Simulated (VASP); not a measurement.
Here is a VASP 6.6.1 calculation.

Contents of INCAR:

```
PREC     = Accurate       # precision mode
ENCUT    = 520            # plane-wave cutoff, eV
EDIFF    = 1E-8           # SCF threshold, eV
ISMEAR   = -1             # smearing method
SIGMA    = 0.05           # smearing width, eV
LREAL    = False          # projectors in reciprocal space
LASPH    = True           # aspherical terms in the spheres
NELM     = 100            # most SCF steps
ALGO     = Normal         # electronic algorithm
ISIF     = 2              # what is computed and relaxed
LWAVE    = False          # write WAVECAR
LCHARG   = False          # write CHGCAR
GGA      = PE             # functional
LEFG     = True         
NBANDS   = 18             # bands
```

Contents of KPOINTS:

```
regular mesh
0
Gamma
  9 9 9
```

POSCAR

```
KCd
1.0
    4.3428216243      0.0000000000      0.0000000000
    0.0000000000      4.3428216243      0.0000000000
    0.0000000000      0.0000000000      4.3428216243
K Cd
1 1
Direct
    0.0000000000      0.0000000000      0.0000000000
    0.5000000000      0.5000000000      0.5000000000
```

Potentials or basis: VASP PAW PBE potentials, release 64 (K_sv, Cd).

The run is started by

```console
$ cat potpaw_PBE.64/K_sv/POTCAR potpaw_PBE.64/Cd/POTCAR > POTCAR
$ mpirun -np 1 vasp_std > vasp.out
```

Q: Estimate the pressure.

A: 0.0 GPa.

Caveat: without QUAD_EFG the Cq values of the log hold for a quadrupole moment of 1 mb, not for the nuclei.
